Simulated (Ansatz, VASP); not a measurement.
## One calculation of Zr7Ge, two programs

```
Zr Ge
1.0
     3.21109    0.00000    0.00000
    -1.60554    2.78088    0.00000
     0.00000    0.00000   20.21323
Zr Ge
7 1
Direct
  0.33333 0.66667 0.62958
  0.00000 0.00000 0.50000
  0.33333 0.66667 0.88925
  0.00000 0.00000 0.76050
  0.33333 0.66667 0.11075
  0.00000 0.00000 0.23950
  0.33333 0.66667 0.37042
  0.00000 0.00000 0.00000
```

Alike in both runs: functional PBE; k mesh 6 × 6 × 1; occupations gaussian, width 0.2 eV; no spin polarisation.

Ansatz relaxed the structure, and its values are those at the end. VASP's run is a single point on that final structure, the one shown.

|  | VASP | Ansatz |
| --- | --- | --- |
| version | VASP 6.6.1 | Ansatz 0.2.0 |
| potentials or method | VASP PAW PBE potentials, release 64 (Zr_sv, Ge_d), cutoff 500 eV | scalar-relativistic, plane waves, PAW |
| valence electrons in the cell | 98 | 98 |

Ansatz gave:

```
gap on the k mesh at the Fermi level (eV) : none
pressure (GPa)                            : -0.1
rms of the force components (eV/Å)        : 0.018
```

Question: Which values does VASP return?

Answer: gap on the k mesh at the Fermi level (eV): none; pressure (GPa): 0.0; rms of the force components (eV/Å): 0.017.

A gap of «none» marks a metal or a gap that the smearing closes. The functional is the same, so the differences come from potentials, cutoffs and numerics.

The k mesh is coarse, so the values compare programs but aren't converged.
